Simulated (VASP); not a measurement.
Wanted: the native input for a VASP 6.6.1 run.

```
Task                   : single point
Functional             : PBE
Potentials or basis    : VASP PAW PBE potentials, release 64 (Cd, S)
Cutoff                 : 520 eV
k mesh                 : 6 × 6 × 2
Occupations            : gaussian, width 0.01 eV
Spin                   : no spin polarisation
Dipole correction      : no
Further INCAR settings : ALGO = Normal; EDIFF = 1e-06; NBANDS = 26
```

The structure of CdS lies in POSCAR:

```
CdS
1.0
    4.1646012827      0.0000000000      0.0000000000
   -2.0823006414      3.6066505075      0.0000000000
    0.0000000000      0.0000000000      6.6983503851
Cd S
2 2
Direct
    0.3333333333      0.6666666667     -0.0021755764
    0.6666666667      0.3333333333      0.4978244236
    0.3333333333      0.6666666667      0.3771755764
    0.6666666667      0.3333333333      0.8771755764
```

This cell differs from its parent crystal: uniaxial z strain -1.0%.

One way to write it, as run:

INCAR

```
SYSTEM = CdS
ALGO = Normal ; EDIFF = 1E-6
ENCUT = 520 ; GGA = PE
ISIF = 2 ; ISMEAR = 0
LASPH = .TRUE. ; LCHARG = .TRUE.
LELF = .TRUE. ; LREAL = .FALSE.
LVHAR = .TRUE. ; LWAVE = .FALSE.
NBANDS = 26 ; NELM = 60
PREC = Accurate ; SIGMA = 0.01
```

KPOINTS

```
k-points
0
G
  6 6 2
  0 0 0
```

Potentials or basis: VASP PAW PBE potentials, release 64 (Cd, S).

Command:

```sh
$ cat potpaw_PBE.64/Cd/POTCAR potpaw_PBE.64/S/POTCAR > POTCAR
$ mpirun -np 1 vasp_std > vasp.out
```

It gave:

| Property | Result |
| --- | --- |
| Pressure | 2.3 GPa |
| Largest force | 0.004 eV/Å |
| Band gap on the k mesh | 1.22 eV |

Caveat: the k points lie up to 0.47 Å⁻¹ apart; the cell differs from its parent crystal (uniaxial z strain -1.0%).

Wall time 22 s on 1 thread of Intel(R) Xeon(R) 6975P-C (Granite Rapids) (shared host), peak memory 0.22 GiB.
